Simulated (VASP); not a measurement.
Wanted: the native input for a VASP 6.6.1 run.

| Item | Value |
| --- | --- |
| Task | single point |
| Functional | r2SCAN |
| Potentials or basis | VASP PAW PBE potentials, release 64 (Cu, O) |
| Cutoff | 520 eV |
| k mesh | 14 × 14 × 14 |
| Occupations | fermi-dirac, width 0.1 eV |
| Spin | no spin polarisation |
| Dipole correction | no |
| Further INCAR settings | ALGO = Normal; EDIFF = 1e-07; NBANDS = 16 |

The system is CuO (rock salt type).

```
Cu O
1.0
     0.00000    2.14976    2.14976
     2.14976    0.00000    2.14976
     2.14976    2.14976    0.00000
Cu O
1 1
Direct
  0.00000 0.00000 0.00000
  0.50000 0.50000 0.50000
```

The input as run:

POSCAR

```
CuO
1.0
    0.0000000000      2.1497630175      2.1497630175
    2.1497630175      0.0000000000      2.1497630175
    2.1497630175      2.1497630175      0.0000000000
Cu O
1 1
Direct
    0.0000000000      0.0000000000      0.0000000000
    0.5000000000      0.5000000000      0.5000000000
```

INCAR.step1

```
ALGO = Normal
EDIFF = 1E-4
ENCUT = 520
GGA = PE
ISMEAR = -1
LASPH = T
LCHARG = F
LREAL = F
LWAVE = T
NBANDS = 16
NELM = 60
PREC = Accurate
SIGMA = 0.1
```

INCAR.step2

```
ALGO = Normal
EDIFF = 1E-7
ENCUT = 520
ISIF = 2
ISMEAR = -1
ISTART = 1
LASPH = T
LCHARG = F
LMIXTAU = T
LREAL = F
LWAVE = F
METAGGA = R2SCAN
NBANDS = 16
NELM = 60
PREC = Accurate
SIGMA = 0.1
```

KPOINTS

```
k-points
0
Gamma
  14 14 14
```

Potentials or basis: VASP PAW PBE potentials, release 64 (Cu, O).

The run is started by

```sh
$ cat potpaw_PBE.64/Cu/POTCAR potpaw_PBE.64/O/POTCAR > POTCAR
$ cp INCAR.step1 INCAR
$ mpirun -np 1 vasp_std > vasp.out
$ cp INCAR.step2 INCAR
$ mpirun -np 1 vasp_std > vasp.out
```

Results of the run:

The pressure is -12.9 GPa.

Caveat: the PAW data sets were made with another functional, which shifts forces and pressure a little; an odd number of electrons without spin polarisation forces a metal; a magnetic or distorted state may lie lower.

Run time: 110 s on 1 thread of AMD EPYC 9R45 96-Core Processor (Zen 5), on a shared host, peak memory 0.14 GiB.
